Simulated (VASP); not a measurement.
# Sc2AlF3 (P6/mmm) in VASP: a series of runs

Runs on Sc2AlF3. Level: PBE. Tasks: single point.

Everything below comes from runs of VASP 6.6.1. Logs are shortened: lines on timing, memory, paths and dates and some standing lists are left out, and cuts for length are marked.

## (1) The cell of the first run

The structure is hexagonal, space group P6/mmm (No. 191). The conventional cell has a = 4.401 Å, b = 4.401 Å, c = 6.028 Å, α = 90.00°, β = 90.00°, γ = 120.00°. Within 3.4 Å of Sc (site symmetry -6m2) lie 3 Al at 2.54 Å and 3 Sc at 2.54 Å and 2 F at 3.01 Å. Within 3.4 Å of Al (site symmetry 6/mmm) lie 6 Sc at 2.54 Å and 2 F at 3.01 Å. F (site symmetry -6m2) has 6 F at 2.54 Å and 2 Sc at 3.01 Å within 3.4 Å. F (site symmetry 6/mmm) has 6 F at 2.54 Å and 2 Al at 3.01 Å within 3.4 Å.

The cell was built from a structure type or drawn by symmetry, and may not be a known phase.

## (2) Single point, PBE

INCAR

```
PREC     = Accurate       # precision mode
ENCUT    = 520            # plane-wave cutoff, eV
EDIFF    = 1E-6           # SCF threshold, eV
ISMEAR   = 0              # smearing method
SIGMA    = 0.1            # smearing width, eV
LREAL    = F              # projectors in reciprocal space
LASPH    = T              # aspherical terms in the spheres
NELM     = 80             # most SCF steps
ALGO     = Normal         # electronic algorithm
ISIF     = 2              # what is computed and relaxed
LWAVE    = F              # write WAVECAR
LCHARG   = T              # write CHGCAR
GGA      = PE             # functional
LELF     = T              # ELF
LVHAR    = T            
NBANDS   = 32             # bands
```

KPOINTS

```
regular mesh
0
Gamma
  6 6 4
```

POSCAR

```
Sc2AlF3
1.0
    4.4008950000      0.0000000000      0.0000000000
   -2.2004475000      3.8112868700      0.0000000000
    0.0000000000      0.0000000000      6.0279049600
Sc Al F
2 1 3
Direct
    0.3333333300      0.6666666700      0.5000000000
    0.6666666700      0.3333333300      0.5000000000
    0.0000000000      0.0000000000      0.5000000000
    0.3333333300      0.6666666700      0.0000000000
    0.6666666700      0.3333333300      0.0000000000
    0.0000000000      0.0000000000      0.0000000000
```

Potentials or basis: VASP PAW PBE potentials, release 64 (Sc_sv, Al, F).

Launch:

```console
> cat potpaw_PBE.64/Sc_sv/POTCAR potpaw_PBE.64/Al/POTCAR potpaw_PBE.64/F/POTCAR > POTCAR
> mpirun -np 1 vasp_std > vasp.out
```

OUTCAR:

```text
PREC = Accurate
   ENCUT = 520
   EDIFF = 1E-6
   ISMEAR = 0
   LREAL = F
   LASPH = T
   NELM = 80
   ISIF = 2
   GGA = PE

 ion  position               nearest neighbor table
   1  0.333  0.667  0.500-   3 2.54   2 2.54   2 2.54   3 2.54   3 2.54   2 2.54
   2  0.667  0.333  0.500-   3 2.54   1 2.54   1 2.54   3 2.54   3 2.54   1 2.54
   3  0.000  0.000  0.500-   1 2.54   2 2.54   2 2.54   1 2.54   2 2.54   1 2.54
   4  0.333  0.667  0.000-
   5  0.667  0.333  0.000-
   6  0.000  0.000  0.000-

  LATTYP: Found a hexagonal cell.
 ALAT       =     4.4008950000
 C/A-ratio  =     1.3696997906

  Lattice vectors:

 A1 = (   4.4008950000,   0.0000000000,   0.0000000000)
 A2 = (  -2.2004475000,   3.8112868700,   0.0000000000)
 A3 = (   0.0000000000,   0.0000000000,   6.0279049600)

Analysis of symmetry for initial positions (statically):
=====================================================================
 Subroutine PRICEL returns:
 Original cell was already a primitive cell.

 Routine SETGRP: Setting up the symmetry group for a
 hexagonal supercell.

 Subroutine GETGRP returns: Found 24 space group operations
 (whereof 24 operations were pure point group operations)
 out of a pool of 24 trial point group operations.

The static configuration has the point symmetry D_6h.

Analysis of symmetry for dynamics (positions and initial velocities):
=====================================================================
 Subroutine PRICEL returns:
 Original cell was already a primitive cell.

 Routine SETGRP: Setting up the symmetry group for a
 hexagonal supercell.

 Subroutine GETGRP returns: Found 24 space group operations
 (whereof 24 operations were pure point group operations)
 out of a pool of 24 trial point group operations.

The dynamic configuration has the point symmetry D_6h.

 Subroutine INISYM returns: Found 24 space group operations
 (whereof 24 operations are pure point group operations),
 and found     1 'primitive' translations

----------------------------------------------------------------------------------------

                                     Primitive cell

  volume of cell :     101.1065

  direct lattice vectors                    reciprocal lattice vectors
     4.400895000  0.000000000  0.000000000     0.227226507  0.131189285  0.000000000
    -2.200447500  3.811286870  0.000000000     0.000000000  0.262378570  0.000000000
     0.000000000  0.000000000  6.027904960     0.000000000  0.000000000  0.165895117

  length of vectors
     4.400895000  4.400895001  6.027904960     0.262378570  0.262378570  0.165895117

  position of ions in fractional coordinates (direct lattice)
     0.333333330  0.666666670  0.500000000
     0.666666670  0.333333330  0.500000000
     0.000000000  0.000000000  0.500000000
     0.333333330  0.666666670  0.000000000
     0.666666670  0.333333330  0.000000000
     0.000000000  0.000000000  0.000000000

  ion indices of the primitive-cell ions
   primitive index   ion index
                 1           1
                 2           2
                 3           3
                 4           4
                 5           5
                 6           6

----------------------------------------------------------------------------------------

 KPOINTS: regular mesh

Automatic generation of k-mesh.
 Grid dimensions read from file:
 generate k-points for:    6    6    4

 Generating k-lattice:

  Cartesian coordinates                     Fractional coordinates (reciprocal lattice)
     0.037871085  0.021864881  0.000000000     0.166666667  0.000000000  0.000000000
     0.000000000  0.043729762  0.000000000     0.000000000  0.166666667  0.000000000
     0.000000000  0.000000000  0.041473779     0.000000000  0.000000000  0.250000000

  Length of vectors
     0.043729762  0.043729762  0.041473779

  Shift w.r.t. Gamma in fractional coordinates (k-lattice)
     0.000000000  0.000000000  0.000000000

 Subroutine IBZKPT returns following result:
 ===========================================

 Found     21 irreducible k-points:

[... 51 lines left out ...]
      1     -47.9213      2.00000
      2     -47.5037      2.00000
      3     -27.0765      2.00000
      4     -26.9934      2.00000
      5     -26.6677      2.00000
      6     -26.3611      2.00000
[... 24 lines left out ...]
     31       5.0440      0.00000
     32       5.4162      0.00000

 k-point     3 :       0.3333    0.0000    0.0000
  band No.  band energies     occupation
      1     -47.8507      2.00000
      2     -47.5776      2.00000
      3     -27.1389      2.00000
      4     -26.8813      2.00000
      5     -26.6151      2.00000
      6     -26.4145      2.00000
[... 24 lines left out ...]
     31       5.1780      0.00000
     32       5.8997      0.00000

 k-point     4 :       0.5000    0.0000    0.0000
  band No.  band energies     occupation
      1     -47.7936      2.00000
      2     -47.6363      2.00000
      3     -27.1677      2.00000
      4     -26.8135      2.00000
      5     -26.5729      2.00000
      6     -26.4571      2.00000
[... 24 lines left out ...]
     31       4.6400      0.00000
     32       5.4047      0.00000

 k-point     5 :       0.1667    0.1667    0.0000
  band No.  band energies     occupation
      1     -47.8715      2.00000
      2     -47.5560      2.00000
      3     -27.1396      2.00000
      4     -26.8881      2.00000
      5     -26.6306      2.00000
      6     -26.3988      2.00000
[... 479 lines left out ...]
     31       4.8568      0.00000
     32       5.4151      0.00000

 k-point    19 :       0.1667    0.1667    0.5000
  band No.  band energies     occupation
      1     -47.8715      2.00000
      2     -47.5560      2.00000
      3     -27.1396      2.00000
      4     -26.8880      2.00000
      5     -26.6313      2.00000
      6     -26.3993      2.00000
[... 24 lines left out ...]
     31       5.1845      0.00000
     32       5.9232      0.00000

 k-point    20 :       0.3333    0.1667    0.5000
  band No.  band energies     occupation
      1     -47.7937      2.00000
      2     -47.6362      2.00000
      3     -27.2027      2.00000
      4     -26.7331      2.00000
      5     -26.5735      2.00000
      6     -26.4576      2.00000
[... 24 lines left out ...]
     31       4.8981      0.00000
     32       5.5218      0.00000

 k-point    21 :       0.3333    0.3333    0.5000
  band No.  band energies     occupation
      1     -47.7153      2.00000
      2     -47.7153      2.00000
      3     -27.2445      2.00000
      4     -26.5157      2.00000
      5     -26.5157      2.00000
      6     -26.4792      2.00000
[... 24 lines left out ...]
     31       4.6273      0.00000
     32       5.7074      0.00000

------------------------ aborting loop because EDIFF is reached ----------------------------------------

  FORCE on cell =-STRESS in cart. coord.  units (eV):
  Direction    XX          YY          ZZ          XY          YZ          ZX
  --------------------------------------------------------------------------------------
  -------------------------------------------------------------------------------------
  Total       22.0698266     22.0698266    -20.9541663      0.0000000      0.0000000      0.0000000
  in kB      349.7280461    349.7280462   -332.0488083      0.0000000      0.0000000      0.0000000
  external PRESSURE =     122.4690947 kB  Pullay stress =       0.0000000 kB

 VOLUME and BASIS-vectors are now :
 -----------------------------------------------------------------------------
  energy-cutoff  :      520.00
  volume of cell :      101.11
      direct lattice vectors                 reciprocal lattice vectors
     4.400895000  0.000000000  0.000000000     0.227226507  0.131189285  0.000000000
    -2.200447500  3.811286870  0.000000000     0.000000000  0.262378570  0.000000000
     0.000000000  0.000000000  6.027904960     0.000000000  0.000000000  0.165895117

 POSITION                                       TOTAL-FORCE (eV/Angst)
 -----------------------------------------------------------------------------------
     -0.00000      2.54086      3.01395         0.000000     -0.000000      0.000000
      2.20045      1.27043      3.01395        -0.000000      0.000000     -0.000000
      0.00000      0.00000      3.01395         0.000000      0.000000      0.000000
     -0.00000      2.54086      0.00000         0.000000      0.000000      0.000000
      2.20045      1.27043      0.00000        -0.000000      0.000000     -0.000000
      0.00000      0.00000      0.00000         0.000000      0.000000      0.000000
 -----------------------------------------------------------------------------------
    total drift:                                0.000000      0.000000      0.000000

  FREE ENERGIE OF THE ION-ELECTRON SYSTEM (eV)
  ---------------------------------------------------
  free  energy   TOTEN  =       -19.8089855967 eV

  energy  without entropy=      -19.7696796851  energy(sigma->0) =      -19.78933264
```

It took 5.3 min on 1 thread of AMD EPYC 7R13, shared host; peak memory 0.23 GiB.

Results:

* Free energy: -19.8090 eV
* Pressure: 12.2 GPa
* Band gap on the k mesh: zero (bands 23 and 24 overlap by 0.49 eV)

Levels at points of the mesh, in eV from the Fermi level:
```csv
k point,band 20,band 21,band 22,band 23,band 24,band 25
"(0.00, 0.00, 0.00)",-1.17,-1.17,0.26,0.26,0.97,0.97
"(0.50, 0.00, 0.00)",-0.76,-0.32,-0.32,-0.25,-0.23,0.21
"(0.00, 0.00, 0.50)",-1.29,-1.29,0.26,0.26,0.84,1.06
"(0.50, 0.00, 0.50)",-0.77,-0.32,-0.32,-0.27,-0.23,-0.13
```

Caveat: the cell stands under pressure.

## (3) Single point, PBE

This run uses another cell than the first one, of 17.44 Å³/atom.

INCAR

```
SYSTEM = Sc2AlF3
PREC = Accurate ; ENCUT = 520
EDIFF = 1E-6 ; ISMEAR = 0
SIGMA = 0.1 ; LREAL = .False.
LASPH = .True. ; NELM = 60
ALGO = Normal ; ISIF = 2
LWAVE = .False. ; LCHARG = .False.
GGA = PE ; NBANDS = 32
```

KPOINTS

```
Automatic mesh
0
Gamma
  12 12 10
  0 0 0
```

POSCAR

```
Sc2AlF3
1.0
    5.4905789739      0.0000000000      0.0000000000
   -2.7452894869      4.7549808729      0.0000000000
    0.0000000000      0.0000000000      4.0069206627
Sc Al F
2 1 3
Direct
    0.3333333333      0.6666666667      0.5000000000
    0.6666666667      0.3333333333      0.5000000000
    0.0000000000      0.0000000000      0.5000000000
    0.3333333333      0.6666666667      0.0000000000
    0.6666666667      0.3333333333      0.0000000000
    0.0000000000      0.0000000000      0.0000000000
```

Potentials or basis: VASP PAW PBE potentials, release 64 (Sc_sv, Al, F).

Launch:

```console
> cat potpaw_PBE.64/Sc_sv/POTCAR potpaw_PBE.64/Al/POTCAR potpaw_PBE.64/F/POTCAR > POTCAR
> mpirun -np 1 vasp_std > vasp.out
```

Run time: 14 min. Hardware: 1 thread of AMD EPYC 7R13, shared host; peak memory 0.42 GiB.

It converged, with:

* Free energy: -34.6474 eV
* Pressure: 0.2 GPa
* Band gap on the k mesh: zero (bands 23 and 24 overlap by 0.12 eV)

Stress tensor (GPa, compression positive):
```
-0.14  0.00  0.00
 0.00 -0.14  0.00
 0.00  0.00  0.89
```

Levels at points of the mesh, in eV from the Fermi level:
```
           k point  band 19  band 20  band 21  band 22  band 23  band 24  band 25  band 26  band 27  band 28
(0.00, 0.00, 0.00)    -5.08    -5.08    -4.46    -0.23    -0.23     0.88     0.88     1.17     1.17     2.05
(0.50, 0.00, 0.00)    -5.27    -5.07    -3.15    -1.53    -0.37     0.09     0.97     1.24     1.45     1.85
(0.00, 0.00, 0.50)    -4.97    -4.97    -2.75    -0.61    -0.61     0.89     0.89     2.17     2.17     2.50
(0.50, 0.00, 0.50)    -5.08    -4.96    -1.80    -1.49    -0.17    -0.09     1.03     1.90     2.03     2.06
```

## (4) Single point, PBE, collinear spin

INCAR

```
SYSTEM = Sc2AlF3
  PREC = Accurate
  ENCUT = 520
  EDIFF = 1E-7
  ISMEAR = 0
  SIGMA = 0.1
  LREAL = .False.
  LASPH = .True.
  NELM = 150
  ALGO = Normal
  ISIF = 2
  LWAVE = .False.
  LCHARG = .False.
  ISPIN = 2
  MAGMOM = 0 0 0 1 1 1
  LORBIT = 11
  LMAXMIX = 4
  GGA = PE
  NBANDS = 36
```

KPOINTS

```
Automatic mesh
0
Gamma
  6 6 4
  0 0 0
```

POSCAR

```
Sc2AlF3
1.0
    4.4008950000      0.0000000000      0.0000000000
   -2.2004475000      3.8112868700      0.0000000000
    0.0000000000      0.0000000000      6.0279049600
Sc Al F
2 1 3
Direct
    0.3333333300      0.6666666700      0.5000000000
    0.6666666700      0.3333333300      0.5000000000
    0.0000000000      0.0000000000      0.5000000000
    0.3333333300      0.6666666700      0.0000000000
    0.6666666700      0.3333333300      0.0000000000
    0.0000000000      0.0000000000      0.0000000000
```

Launch:

```console
> cat potpaw_PBE.64/Sc_sv/POTCAR potpaw_PBE.64/Al/POTCAR potpaw_PBE.64/F/POTCAR > POTCAR
> mpirun -np 1 vasp_std > vasp.out
```

Wall time 9.8 min (1 thread of AMD EPYC 7R13, shared host); peak memory 0.32 GiB.

The run converged. Its results:

```
Free energy                                           : -19.8090 eV
Pressure                                              : 12.2 GPa
Band gap on the k mesh                                : zero (filled and empty bands overlap)
Net moment                                            : 0.00 μB per cell
Valence electrons inside the program's atomic spheres : Sc 9.87; Al 1.00; F 5.90, 5.89 (each value once)
```

Stress tensor (GPa, compression positive):
```
 34.95   0.00   0.00
  0.00  34.95   0.00
  0.00   0.00 -33.19
```

Levels at points of the mesh, in eV from the Fermi level:
Spin up:
```
           k point  band 20  band 21  band 22  band 23  band 24  band 25
(0.00, 0.00, 0.00)    -1.17    -1.17     0.26     0.26     0.97     0.97
(0.50, 0.00, 0.00)    -0.76    -0.32    -0.32    -0.25    -0.23     0.21
(0.00, 0.00, 0.50)    -1.29    -1.29     0.26     0.26     0.84     1.06
(0.50, 0.00, 0.50)    -0.77    -0.32    -0.32    -0.27    -0.23    -0.13
```
Spin down:
| k point | band 18 | band 19 | band 20 | band 21 | band 22 | band 23 | band 24 | band 25 | band 26 | band 27 |
| --- | --- | --- | --- | --- | --- | --- | --- | --- | --- | --- |
| (0.00, 0.00, 0.00) | -1.42 | -1.35 | -1.17 | -1.17 | 0.26 | 0.26 | 0.97 | 0.97 | 1.28 | 1.78 |
| (0.50, 0.00, 0.00) | -1.56 | -1.42 | -0.76 | -0.32 | -0.32 | -0.25 | -0.23 | 0.21 | 0.22 | 2.25 |
| (0.00, 0.00, 0.50) | -1.52 | -1.30 | -1.29 | -1.29 | 0.26 | 0.26 | 0.84 | 1.06 | 1.06 | 1.77 |
| (0.50, 0.00, 0.50) | -1.58 | -1.40 | -0.77 | -0.32 | -0.32 | -0.27 | -0.23 | -0.13 | 0.37 | 2.09 |

Caveat: the cell stands under pressure.

## (5) Single point, PBE, collinear spin

This run uses another cell than the first one, of 17.30 Å³/atom.

INCAR

```
SYSTEM = Sc2AlF3
ALGO = Normal
EDIFF = 1E-7
ENCUT = 520
GGA = PE
ISIF = 2
ISMEAR = 0
ISPIN = 2
LASPH = .TRUE.
LCHARG = .FALSE.
LMAXMIX = 4
LORBIT = 11
LREAL = .FALSE.
LWAVE = .FALSE.
MAGMOM = 0 0 0 1 1 1
NBANDS = 36
NELM = 150
PREC = Accurate
SIGMA = 0.1
```

KPOINTS

```
k-points
0
G
  6 6 4
  0 0 0
```

POSCAR

```
Sc2AlF3
1.0
    5.4684990443      0.0000000000      0.0000000000
   -2.7342495221      4.7358590929      0.0000000000
    0.0000000000      0.0000000000      4.0072448511
Sc Al F
2 1 3
Direct
    0.3333333333      0.6666666667      0.5000000000
    0.6666666667      0.3333333333      0.5000000000
    0.0000000000      0.0000000000      0.5000000000
    0.3333333333      0.6666666667      0.0000000000
    0.6666666667      0.3333333333      0.0000000000
    0.0000000000      0.0000000000      0.0000000000
```

Launch:

```console
> cat potpaw_PBE.64/Sc_sv/POTCAR potpaw_PBE.64/Al/POTCAR potpaw_PBE.64/F/POTCAR > POTCAR
> mpirun -np 1 vasp_std > vasp.out
```

It took 6 min on 1 thread of AMD EPYC 7R13, shared host; peak memory 0.29 GiB.

It converged, with:

```
Free energy                                           : -34.6558 eV
Pressure                                              : 0.4 GPa
Band gap on the k mesh                                : zero (filled and empty bands overlap)
Net moment                                            : 0.00 μB per cell
Valence electrons inside the program's atomic spheres : Sc 9.42; Al 0.71; F 6.12, 6.09 (each value once)
```

Stress tensor (GPa, compression positive):
```
0.08 0.00 0.00
0.00 0.08 0.00
0.00 0.00 0.98
```

Levels at points of the mesh, in eV from the Fermi level:
Spin up:
| k point | band 20 | band 21 | band 22 | band 23 | band 24 | band 25 | band 26 | band 27 |
| --- | --- | --- | --- | --- | --- | --- | --- | --- |
| (0.00, 0.00, 0.00) | -5.07 | -4.49 | -0.24 | -0.24 | 0.88 | 0.88 | 1.16 | 1.16 |
| (0.50, 0.00, 0.00) | -5.06 | -3.17 | -1.54 | -0.39 | 0.08 | 0.95 | 1.23 | 1.46 |
| (0.00, 0.00, 0.50) | -4.96 | -2.77 | -0.63 | -0.63 | 0.89 | 0.89 | 2.16 | 2.16 |
| (0.50, 0.00, 0.50) | -4.95 | -1.82 | -1.50 | -0.19 | -0.11 | 1.03 | 1.89 | 2.04 |
Spin down:
```tsv
k point	band 21	band 22	band 23	band 24	band 25	band 26
(0.00, 0.00, 0.00)	-4.49	-0.24	-0.24	0.88	0.88	1.16
(0.50, 0.00, 0.00)	-3.17	-1.54	-0.39	0.08	0.95	1.23
(0.00, 0.00, 0.50)	-2.77	-0.63	-0.63	0.89	0.89	2.16
(0.50, 0.00, 0.50)	-1.82	-1.50	-0.19	-0.11	1.03	1.89
```

Caveat: the k points lie up to 0.39 Å⁻¹ apart.

## (6) Overview

```csv
spin,cell,k mesh,gap on the mesh (eV),pressure (GPa),moment (μB)
off,"a = 4.401, b = 4.401, c = 6.028 Å, angles 90.0, 90.0, 120.0°, 6 atoms",6 × 6 × 4,none,12.2,-
off,"a = 5.491, b = 5.491, c = 4.007 Å, angles 90.0, 90.0, 120.0°, 6 atoms",12 × 12 × 10,none,0.2,-
collinear,"a = 4.401, b = 4.401, c = 6.028 Å, angles 90.0, 90.0, 120.0°, 6 atoms",6 × 6 × 4,none,12.2,0.00
collinear,"a = 5.468, b = 5.468, c = 4.007 Å, angles 90.0, 90.0, 120.0°, 6 atoms",6 × 6 × 4,none,0.4,0.00
```

Alike in all rows: task single point; level PBE; potentials or basis VASP PAW PBE potentials, release 64 (Sc_sv, Al, F); cutoff (eV) 520; smearing gaussian 0.1 eV.

Caveats: some runs use coarse meshes; the cell stands under pressure (at least some runs).

Absolute energies hang on the potentials; compare differences alone.
